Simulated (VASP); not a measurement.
# Al4Fe3Co (P4/mmm) in VASP: further runs

The runs below take Al4Fe3Co through single point, with PBE.

All numbers are computed with VASP 6.6.1; they aren't measurements. Logs are shortened: lines on timing, memory, paths and dates and some standing lists are left out, and cuts for length are marked.

## 1. The cell of the first run

Symmetry: P4/mmm, No. 123, tetragonal system. Conventional cell: a = 2.867 Å, b = 2.867 Å, c = 11.485 Å, α = 90.00°, β = 90.00°, γ = 90.00°. Within 3.3 Å of Al (site symmetry 4mm) lie 4 Fe at 2.48 Å and 4 Co at 2.48 Å and 6 Al at 2.86 to 2.88 Å. Al (site symmetry 4mm) has 8 Fe at 2.48 to 2.49 Å and 6 Al at 2.86 to 2.88 Å within 3.3 Å. Within 3.3 Å of Co (site symmetry 4/mmm) lie 8 Al at 2.48 Å and 4 Co at 2.87 Å and 2 Fe at 2.87 Å. Within 3.3 Å of Fe (site symmetry 4mm) lie 8 Al at 2.48 Å and 5 Fe at 2.87 Å and 1 Co at 2.87 Å. Within 3.3 Å of Fe (site symmetry 4/mmm) lie 8 Al at 2.49 Å and 6 Fe at 2.87 Å.

## 2. Single point, PBE, collinear spin, ferrimagnetic start

Input file INCAR:

```
PREC     = Accurate       # precision mode
ENCUT    = 520            # plane-wave cutoff, eV
EDIFF    = 1E-6           # SCF threshold, eV
ISMEAR   = 0              # smearing method
SIGMA    = 0.1            # smearing width, eV
LREAL    = F              # projectors in reciprocal space
LASPH    = T              # aspherical terms in the spheres
NELM     = 150            # most SCF steps
ALGO     = Normal         # electronic algorithm
ISIF     = 2              # what is computed and relaxed
LWAVE    = F              # write WAVECAR
LCHARG   = T              # write CHGCAR
ISPIN    = 2              # spin polarisation
MAGMOM   = 0 0 0 0 -0.11 0.74 0.74 0.74 # initial moments
LORBIT   = 11             # projections on sites
LMAXMIX  = 4              # l up to which the mixer works
GGA      = PE             # functional
LELF     = T              # ELF
LVHAR    = T            
NBANDS   = 36             # bands
```

Input file KPOINTS:

```
regular mesh
0
Gamma
  6 6 2
```

Input file POSCAR:

```
Al4Fe3Co
1.0
    2.8665403000      0.0000000000      0.0000000000
    0.0000000000      2.8665403000      0.0000000000
    0.0000000000      0.0000000000     11.4852112000
Al Co Fe
4 1 3
Direct
    0.0000000000      0.0000000000      0.6251690000
    0.0000000000      0.0000000000      0.3748310000
    0.0000000000      0.0000000000      0.1254700000
    0.0000000000      0.0000000000      0.8745300000
    0.5000000000      0.5000000000      0.5000000000
    0.5000000000      0.5000000000      0.2499230000
    0.5000000000      0.5000000000      0.0000000000
    0.5000000000      0.5000000000      0.7500770000
```

Potentials or basis: VASP PAW PBE potentials, release 64 (Al, Co, Fe).

The run is started by

```sh
$ cat potpaw_PBE.64/Al/POTCAR potpaw_PBE.64/Co/POTCAR potpaw_PBE.64/Fe/POTCAR > POTCAR
$ mpirun -np 1 vasp_std > vasp.out
```

OUTCAR:

```text
PREC = Accurate
   ENCUT = 520
   EDIFF = 1E-6
   ISMEAR = 0
   LREAL = F
   LASPH = T
   NELM = 150
   ISIF = 2
   ISPIN = 2
   LORBIT = 11
   GGA = PE

 ion  position               nearest neighbor table
   1  0.000  0.000  0.625-   8 2.48   8 2.48   8 2.48   8 2.48   5 2.48   5 2.48   5 2.48   5 2.48
                             4 2.86   2 2.88
   2  0.000  0.000  0.375-   6 2.48   6 2.48   6 2.48   6 2.48   5 2.48   5 2.48   5 2.48   5 2.48
                             3 2.86   1 2.88
   3  0.000  0.000  0.125-   6 2.48   6 2.48   6 2.48   6 2.48   7 2.49   7 2.49   7 2.49   7 2.49
                             2 2.86   4 2.88
   4  0.000  0.000  0.875-   8 2.48   8 2.48   8 2.48   8 2.48   7 2.49   7 2.49   7 2.49   7 2.49
                             1 2.86   3 2.88
   5  0.500  0.500  0.500-   1 2.48   2 2.48   1 2.48   2 2.48   1 2.48   2 2.48   1 2.48   2 2.48
                             6 2.87   8 2.87
   6  0.500  0.500  0.250-   3 2.48   3 2.48   3 2.48   3 2.48   2 2.48   2 2.48   2 2.48   2 2.48
                             7 2.87   5 2.87
   7  0.500  0.500  0.000-   3 2.49   4 2.49   3 2.49   4 2.49   3 2.49   4 2.49   3 2.49   4 2.49
                             6 2.87   8 2.87
   8  0.500  0.500  0.750-   4 2.48   4 2.48   4 2.48   4 2.48   1 2.48   1 2.48   1 2.48   1 2.48
                             7 2.87   5 2.87

  LATTYP: Found a simple tetragonal cell.
 ALAT       =     2.8665403000
 C/A-ratio  =     4.0066456418

  Lattice vectors:

 A1 = (   2.8665403000,   0.0000000000,   0.0000000000)
 A2 = (   0.0000000000,   2.8665403000,   0.0000000000)
 A3 = (   0.0000000000,   0.0000000000,  11.4852112000)

Analysis of symmetry for initial positions (statically):
=====================================================================
 Subroutine PRICEL returns:
 Original cell was already a primitive cell.

 Routine SETGRP: Setting up the symmetry group for a
 simple tetragonal supercell.

 Subroutine GETGRP returns: Found 16 space group operations
 (whereof 16 operations were pure point group operations)
 out of a pool of 16 trial point group operations.

The static configuration has the point symmetry D_4h.

Analysis of symmetry for dynamics (positions and initial velocities):
=====================================================================
 Subroutine PRICEL returns:
 Original cell was already a primitive cell.

 Routine SETGRP: Setting up the symmetry group for a
 simple tetragonal supercell.

 Subroutine GETGRP returns: Found 16 space group operations
 (whereof 16 operations were pure point group operations)
 out of a pool of 16 trial point group operations.

The dynamic configuration has the point symmetry D_4h.

Analysis of structural, dynamic, and magnetic symmetry:
=====================================================================
 Subroutine PRICEL returns:
 Original cell was already a primitive cell.

 Routine SETGRP: Setting up the symmetry group for a
 simple tetragonal supercell.

 Subroutine GETGRP returns: Found 16 space group operations
 (whereof 16 operations were pure point group operations)
 out of a pool of 16 trial point group operations.

The overall configuration has the point symmetry D_4h.

 Subroutine INISYM returns: Found 16 space group operations
 (whereof 16 operations are pure point group operations),
 and found     1 'primitive' translations

----------------------------------------------------------------------------------------

                                     Primitive cell

  volume of cell :      94.3746

  direct lattice vectors                    reciprocal lattice vectors
     2.866540300  0.000000000  0.000000000     0.348852587  0.000000000  0.000000000
     0.000000000  2.866540300  0.000000000     0.000000000  0.348852587  0.000000000
     0.000000000  0.000000000 11.485211200     0.000000000  0.000000000  0.087068490

  length of vectors
     2.866540300  2.866540300 11.485211200     0.348852587  0.348852587  0.087068490

  position of ions in fractional coordinates (direct lattice)
     0.000000000  0.000000000  0.625169000
     0.000000000  0.000000000  0.374831000
[... 68 lines left out ...]
   total plane-waves  NPLWV =  51840
   dimension x,y,z NGX =    24 NGY =   24 NGZ =   90
   dimension x,y,z NGXF=    48 NGYF=   48 NGZF=  180
   ions per type =               4   1   3
   NGX,Y,Z   is equivalent  to a cutoff of  13.92, 13.92, 13.03 a.u.
   NGXF,Y,Z  is equivalent  to a cutoff of  27.84, 27.84, 26.05 a.u.
 SYSTEM =  unknown system
   PREC   = accura    normal or accurate (medium, high low for compatibility)
   ISTART =      0    job   : 0-new  1-cont  2-samecut
   ICHARG =      2    charge: 1-file 2-atom 10-const
   ISPIN  =      2    spin polarized calculation?
   LNONCOLLINEAR =      F non collinear calculations
   LSORBIT =      F    spin-orbit coupling
   LASPH  =      T    aspherical Exc in radial PAW
   ENCUT  =  520.0 eV  38.22 Ry    6.18 a.u.   5.33  5.33 21.35*2*pi/ulx,y,z
   NELM   =    150;   NELMIN=  2; NELMDL= -5     # of ELM steps
   EDIFF  = 0.1E-05   stopping-criterion for ELM
   LREAL  =      F    real-space projection
   EDIFFG = 0.1E-04   stopping-criterion for IOM
   NSW    =      0    number of steps for IOM
   IBRION =     -1    ionic relax: 0-MD 1-quasi-New 2-CG
   NFREE  =      0    steps in history (QN), initial steepest desc. (CG)
   ISIF   =      2    stress and relaxation
   ISYM   =      2    0-nonsym 1-usesym 2-fastsym
   POTIM  = 0.5000    time-step for ionic-motion
   TEBEG  =    0.0;   TEEND  =   0.0 temperature during run
   PSTRESS=    0.0 pullay stress
   NELECT =      45.0000    total number of electrons
   NUPDOWN=      -1.0000    fix difference up-down
   EMIN   =  10.00;   EMAX   =-10.00  energy-range for DOS
   EFERMI =   0.00;   METHOD = LEGACY
   ISMEAR =     0;   SIGMA  =   0.10  broadening in eV -4-tet -1-fermi 0-gaus
   EFERMI_NEDOS =   21; number of points for ismear=-14 and -15
   IALGO  =     38    algorithm
   IMIX   =      4    mixing-type and parameters
     AMIX     =   0.40;   BMIX     =  1.00
     AMIX_MAG =   1.60;   BMIX_MAG =  1.00
  volume/ion in A,a.u.               =      11.80        79.61
  Fermi-wavevector in a.u.,A,eV,Ry     =   1.278971  2.416904 22.255953  1.635766
  Thomas-Fermi vector in A             =   2.411483
   LORBIT       =     11    0 simple, 1 ext, 2 COOP (PROOUT), +10 PAW based schemes
   GGA     = PE    functional components
   LHFCALC =     F    Hartree Fock is set to
   AEXX    =    0.0000 exact exchange contribution
   IVDW    =     0    specifies the selected vdW correction
   LEPSILON=     F    determine dielectric tensor
   LRPA    =     F    only Hartree local field effects (RPA)
 spin polarized calculation
 Gauss-broadening in eV      SIGMA  =   0.10
  energy-cutoff  :      520.00
  volume of cell :       94.37
 maximum number of plane-waves:      2575
 NGX is ok and might be reduce to    24
   NGX = 11   NGY = 11   NGZ = 43

 number of electron      44.9999990 magnetization       1.9067900

 Free energy of the ion-electron system (eV)
  ---------------------------------------------------
  ext. energy  EPLUGINS =         0.00000000
  ---------------------------------------------------
  free energy    TOTEN  =       -50.01086914 eV

  energy without entropy =      -49.97932619  energy(sigma->0) =      -49.99509767

 E-fermi :   8.5675     XC(G=0): -12.1767

 val. band max:        8.5639100771   @ k =   0.5000   0.1667   0.5000
 cond. band min:       8.5723398370   @ k =   0.1667   0.1667   0.0000
 fundamental gap:      0.0084297599
 Fermi energy:         8.5674742033

 spin component 1

 k-point     1 :       0.0000    0.0000    0.0000
  band No.  band energies     occupation
      1      -1.9408      1.00000
      2      -0.8123      1.00000
      3      -0.7353      1.00000
      4       2.2647      1.00000
      5       2.4834      1.00000
      6       5.5769      1.00000
[... 729 lines left out ...]
     33      12.3534      0.00000
     34      12.6829      0.00000
 Fermi energy:         8.5674742033

 spin component 2

 k-point     1 :       0.0000    0.0000    0.0000
  band No.  band energies     occupation
      1      -1.9286      1.00000
      2      -0.8022      1.00000
      3      -0.7267      1.00000
      4       2.2576      1.00000
      5       2.5279      1.00000
      6       5.6170      1.00000
[... 729 lines left out ...]
     33      12.3623      0.00000
     34      12.9653      0.00000
 [bands above 34 left out]

------------------------ aborting loop because EDIFF is reached ----------------------------------------

  FORCE on cell =-STRESS in cart. coord.  units (eV):
  Direction    XX          YY          ZZ          XY          YZ          ZX
  --------------------------------------------------------------------------------------
  -------------------------------------------------------------------------------------
  Total       -0.0199034     -0.0199034      0.0197983      0.0000000      0.0000000      0.0000000
  in kB       -0.3378953     -0.3378953      0.3361117      0.0000000      0.0000000      0.0000000
  external PRESSURE =      -0.1132263 kB  Pullay stress =       0.0000000 kB

 VOLUME and BASIS-vectors are now :
 -----------------------------------------------------------------------------
  energy-cutoff  :      520.00
  volume of cell :       94.37
      direct lattice vectors                 reciprocal lattice vectors
     2.866540300  0.000000000  0.000000000     0.348852587  0.000000000  0.000000000
     0.000000000  2.866540300  0.000000000     0.000000000  0.348852587  0.000000000
     0.000000000  0.000000000 11.485211200     0.000000000  0.000000000  0.087068490

 POSITION                                       TOTAL-FORCE (eV/Angst)
 -----------------------------------------------------------------------------------
      0.00000      0.00000      7.18020        -0.000000     -0.000000      0.055847
      0.00000      0.00000      4.30501        -0.000000     -0.000000     -0.055847
      0.00000      0.00000      1.44105        -0.000000     -0.000000      0.003877
      0.00000      0.00000     10.04416        -0.000000     -0.000000     -0.003877
      1.43327      1.43327      5.74261        -0.000000     -0.000000      0.000000
      1.43327      1.43327      2.87042        -0.000000      0.000000      0.011906
      1.43327      1.43327      0.00000        -0.000000     -0.000000      0.000000
      1.43327      1.43327      8.61479         0.000000      0.000000     -0.011906
 -----------------------------------------------------------------------------------
    total drift:                                0.000000     -0.000000     -0.000000

  FREE ENERGIE OF THE ION-ELECTRON SYSTEM (eV)
  ---------------------------------------------------
  free  energy   TOTEN  =       -50.0108691406 eV

  energy  without entropy=      -49.9793261912  energy(sigma->0) =      -49.99509767

 total charge

# of ion       s       p       d       tot
------------------------------------------
    1        0.397   0.430   0.000   0.827
    2        0.397   0.430   0.000   0.827
    3        0.400   0.438   0.000   0.838
    4        0.400   0.438   0.000   0.838
    5        0.430   0.488   7.491   8.409
    6        0.433   0.511   6.492   7.436
    7        0.434   0.512   6.471   7.417
    8        0.433   0.511   6.492   7.436
--------------------------------------------------
tot          3.325   3.757  26.946  34.028

 magnetization (x)

# of ion       s       p       d       tot
------------------------------------------
    1       -0.004  -0.005   0.000  -0.009
    2       -0.004  -0.005   0.000  -0.009
    3       -0.008  -0.015   0.000  -0.023
    4       -0.008  -0.015   0.000  -0.023
    5       -0.000   0.008  -0.144  -0.136
    6       -0.000   0.006   0.659   0.665
    7        0.000   0.006   0.795   0.801
    8       -0.000   0.006   0.659   0.665
--------------------------------------------------
tot         -0.024  -0.014   1.970   1.932
```

Wall time 3.7 min (1 thread of Intel Xeon Platinum 8259CL at 2.50GHz (Skylake/Cascade Lake), shared host); peak memory 0.32 GiB.

What came out:

| Quantity | Value |
| --- | --- |
| Free energy | -50.0109 eV |
| Pressure | 0.0 GPa |
| Largest force | 0.056 eV/Å |
| Net moment | 1.91 μB per cell |
| Site moments | Al -0.01, -0.02; Co -0.14; Fe +0.67, +0.80 μB |
| Valence electrons inside the program's atomic spheres | Al 0.83, 0.84; Co 8.41; Fe 7.44, 7.42 |

Forces on the atoms (eV/Å):
```
Al   0.000  0.000  0.056
Al   0.000  0.000 -0.056
Al   0.000  0.000  0.004
Al   0.000  0.000 -0.004
Co   0.000  0.000  0.000
Fe   0.000  0.000  0.012
Fe   0.000  0.000  0.000
Fe   0.000  0.000 -0.012
```

Caveat: the k points lie up to 0.37 Å⁻¹ apart.

(Continued in part 2 of 2.)
